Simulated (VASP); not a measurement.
Wanted: the native input for a VASP 6.6.1 run.

```
Task                   : relaxation of cell and atoms
Functional             : PBE
Potentials or basis    : VASP PAW PBE potentials, release 64 (Ca_sv, Sc_sv, Be)
Cutoff                 : 600 eV
k mesh                 : 6 × 6 × 2
Occupations            : gaussian, width 0.1 eV
Spin                   : no spin polarisation
Dipole correction      : no
Further INCAR settings : ALGO = Normal; EDIFF = 1e-07; IBRION = 2; EDIFFG = -0.04; NSW = 90; ISIF = 3
```

The structure of CaScBe2 lies in POSCAR:

```
CaScBe2
1.0
    3.1185373424      0.0000000000      0.0000000000
   -1.5592686712      2.7007325611      0.0000000000
    0.0000000000      0.0000000000     13.9570902036
Ca Sc Be
2 2 4
Direct
    0.3333333333      0.6666666667      0.7500000000
    0.6666666667      0.3333333333      0.2500000000
    0.0000000000      0.0000000000      0.5000000000
    0.0000000000      0.0000000000      0.0000000000
    0.3333333333      0.6666666667      0.4140000000
    0.6666666667      0.3333333333      0.9140000000
    0.6666666667      0.3333333333      0.5860000000
    0.3333333333      0.6666666667      0.0860000000
```

These files were run (other wordings do the same):

INCAR

```
ALGO = Normal
EDIFF = 1E-7
EDIFFG = -0.04
ENCUT = 600
GGA = PE
IBRION = 2
ISIF = 3
ISMEAR = 0
LASPH = T
LCHARG = F
LREAL = F
LWAVE = F
NELM = 80
NSW = 90
PREC = Accurate
SIGMA = 0.1
```

KPOINTS

```
k-points
0
Gamma
  6 6 2
```

Potentials or basis: VASP PAW PBE potentials, release 64 (Ca_sv, Sc_sv, Be).

The run is started by

```bash
$ cat potpaw_PBE.64/Ca_sv/POTCAR potpaw_PBE.64/Sc_sv/POTCAR potpaw_PBE.64/Be/POTCAR > POTCAR
$ mpirun -np 1 vasp_std > vasp.out
```

Results of the run:

```json
{
 "Relaxed volume": "21.11 Å³/atom",
 "Relaxed cell": "a = 3.538 Å, b = 3.538 Å, c = 15.578 Å, α = 90.00°, β = 90.00°, γ = 120.00°",
 "Space group after relaxing (to 0.1 Å)": "P6_3/mmc (No. 194)",
 "Energy gained by relaxing": "932.5 meV/atom",
 "Ionic steps": "15",
 "Pressure after relaxing": "0.0 GPa",
 "Band gap on the k mesh": "zero (bands 25 and 26 overlap by 1.98 eV)"
}
```

Caveat: the k points lie up to 0.34 Å⁻¹ apart in the final cell, too coarse for converged energies and pressures of a metal; the volume moved by over 15 % at a fixed basis, so the end points are rough; the highest band is partly filled, so the run has too few bands.

It took 24 min on 1 thread of Oxide Virtual Turin-like Processor (shared host), peak memory 0.29 GiB.
